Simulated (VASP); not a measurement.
Write the native input for VASP 6.6.1 that does the following.

* Task: G0W0 quasiparticle levels
* Functional: PBE
* Potentials or basis: VASP PAW PBE potentials, release 64 (Ca_sv_GW, O_GW)
* Cutoff: 500 eV
* k mesh: 6 × 6 × 6
* Occupations: gaussian, width 0.01 eV
* Spin: no spin polarisation
* Dipole correction: no
* GW scheme: G0W0
* GW iterations: 1
* Cutoff of the response function: 100
* Frequency points: 96
* Empty bands: 62
* Further INCAR settings: ALGO = EVGW0; EDIFF = 1e-08; NBANDS = 70

The system is CaO.

```
Ca O
1.0
     0.00000    2.39755    2.39755
     2.39755    0.00000    2.39755
     2.39755    2.39755    0.00000
Ca O
1 1
Direct
  0.00000 0.00000 0.00000
  0.50000 0.50000 0.50000
```

One way to write it, as run:

POSCAR

```
CaO
1.0
    0.0000000000      2.3975473907      2.3975473907
    2.3975473907      0.0000000000      2.3975473907
    2.3975473907      2.3975473907      0.0000000000
Ca O
1 1
Direct
    0.0000000000      0.0000000000      0.0000000000
    0.5000000000      0.5000000000      0.5000000000
```

INCAR.step1

```
ALGO     = Normal         # electronic algorithm
EDIFF    = 1E-8           # SCF threshold, eV
ENCUT    = 500            # plane-wave cutoff, eV
GGA      = PE             # functional
ISMEAR   = 0              # smearing method
LASPH    = True           # aspherical terms in the spheres
LCHARG   = False          # write CHGCAR
LREAL    = False          # projectors in reciprocal space
LWAVE    = True           # write WAVECAR
NELM     = 100            # most SCF steps
PREC     = Accurate       # precision mode
SIGMA    = 0.01           # smearing width, eV
```

INCAR.step2

```
ALGO     = Exact          # electronic algorithm
EDIFF    = 1E-8           # SCF threshold, eV
ENCUT    = 500            # plane-wave cutoff, eV
GGA      = PE             # functional
ISMEAR   = 0              # smearing method
ISTART   = 1            
LASPH    = True           # aspherical terms in the spheres
LCHARG   = False          # write CHGCAR
LOPTICS  = True           # frequency-dependent dielectric function
LREAL    = False          # projectors in reciprocal space
LWAVE    = True           # write WAVECAR
NBANDS   = 70             # bands
NELM     = 1              # most SCF steps
PREC     = Accurate       # precision mode
SIGMA    = 0.01           # smearing width, eV
```

INCAR.step3

```
ALGO     = EVGW0          # electronic algorithm
EDIFF    = 1E-8           # SCF threshold, eV
ENCUT    = 500            # plane-wave cutoff, eV
ENCUTGW  = 100.0          # cutoff of the response function
GGA      = PE             # functional
ISMEAR   = 0              # smearing method
ISTART   = 1            
LASPH    = True           # aspherical terms in the spheres
LCHARG   = False          # write CHGCAR
LREAL    = False          # projectors in reciprocal space
LWAVE    = False          # write WAVECAR
NBANDS   = 70             # bands
NBANDSGW = 16           
NELMGW   = 1            
NOMEGA   = 96             # frequency points
OMEGAMAX = 20           
PREC     = Accurate       # precision mode
PRECFOCK = Fast         
SIGMA    = 0.01           # smearing width, eV
```

KPOINTS

```
k-points
0
Gamma
  6 6 6
```

Potentials or basis: VASP PAW PBE potentials, release 64 (Ca_sv_GW, O_GW).

Launch:

```bash
$ cat potpaw_PBE.64/Ca_sv_GW/POTCAR potpaw_PBE.64/O_GW/POTCAR > POTCAR
$ cp INCAR.step1 INCAR
$ mpirun -np 1 vasp_std > vasp.out
$ cp INCAR.step2 INCAR
$ mpirun -np 1 vasp_std > vasp.out
$ cp INCAR.step3 INCAR
$ mpirun -np 1 vasp_std > vasp.out
```

It gave:

| Item | Value |
| --- | --- |
| Quasiparticle gap | 5.74 eV |
| Least direct quasiparticle gap | 6.18 eV |
| Band gap of the starting levels on the mesh | 3.66 eV |
| Least direct gap of the starting levels on the mesh | 4.03 eV |

Caveat: the k points lie up to 0.38 Å⁻¹ apart; bands, screening cutoff and mesh are small and nothing is extrapolated, so the quasiparticle values aren't converged.

It took 3.3 min on 1 thread of Intel(R) Xeon(R) Platinum 8488C (Sapphire Rapids), with other jobs on the host, peak memory 0.4 GiB.
